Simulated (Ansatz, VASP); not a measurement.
# In2As2H: VASP beside Ansatz

The input INCAR:

```
ALGO = Normal
DIPOL = 0.5 0.5 0.338
EDIFF = 1E-6
ENCUT = 520
GGA = PE
IDIPOL = 3
ISIF = 2
ISMEAR = 0
IVDW = 12
LASPH = T
LCHARG = F
LDIPOL = T
LREAL = F
LWAVE = F
NBANDS = 26
NELM = 80
PREC = Accurate
SIGMA = 0.1
```

The input KPOINTS:

```
k-points
0
Gamma
  6 6 1
```

POSCAR

```
In2As2H
1.0
    4.3220706691      0.0000000000      0.0000000000
   -2.1610353346      3.7430229964      0.0000000000
    0.0000000000      0.0000000000     21.7386927198
As In H
2 2 1
Direct
    0.0000000000      0.0000000000      0.1840037049
    0.3333333333      0.6666666667      0.3557112058
    0.3333333333      0.6666666667      0.2245875152
    0.6666666667      0.3333333333      0.3881876812
    0.8888888889      0.7777777778      0.5399907378
```

Input for Ansatz:

```yaml
crystal:
  lattice:
    - [4.3220706691, 0.0, 0.0]
    - [-2.1610353346, 3.7430229964, 0.0]
    - [0.0, 0.0, 21.7386927198]
  atoms:
    - { symbol: As, position: [0.0, 0.0, 0.1840037049] }
    - { symbol: In, position: [0.3333333333, 0.6666666667, 0.2245875152] }
    - { symbol: As, position: [0.3333333333, 0.6666666667, 0.3557112058] }
    - { symbol: In, position: [0.6666666667, 0.3333333333, 0.3881876812] }
    - { symbol: H, position: [0.8888888889, 0.7777777778, 0.5399907378] }
basis:
  ecutwfc: 420
kpoints:
  mp_grid: { grid: [6, 6, 1] }
hamiltonian:
  xc: pbe
  pseudopotentials: { kind: paw, azcp: { folder: soft_1 } }
  dispersion: d3bj
scf:
  occupations: { method: gaussian, width: 0.1 }
output:
  forces: true
  eigenvalues: true
  write_density: true
  write_potential: true
  elf: true
  volumetric_format: npy
efield:
  axis: 3
  dipole_correction: true
  ramp_width: 0.04
```

Alike in both runs: task single point; functional PBE; dispersion D3(BJ); k mesh 6 × 6 × 1; occupations gaussian, width 0.1 eV; no spin polarisation.

|  | VASP | Ansatz |
| --- | --- | --- |
| version | VASP 6.6.1 | Ansatz 0.2.0 |
| potentials or method | VASP PAW PBE potentials, release 64 (As, In_d, H), cutoff 520 eV | scalar-relativistic, plane waves, PAW |
| valence electrons in the cell | 37 | 57 |

Ansatz gave:

- gap on the k mesh at the Fermi level (eV): none
- rms of the force components (eV/Å): 0.159

Question: What did VASP give for the same quantities?

Answer: gap on the k mesh at the Fermi level (eV): none; rms of the force components (eV/Å): 0.160.

A gap of «none» marks a metal or a gap that the smearing closes. VASP's potentials hold 37 valence electrons a cell and Ansatz's 57, so a difference there can come from the potentials and not from the codes. Ansatz's warnings: xc potential rough in thin density.
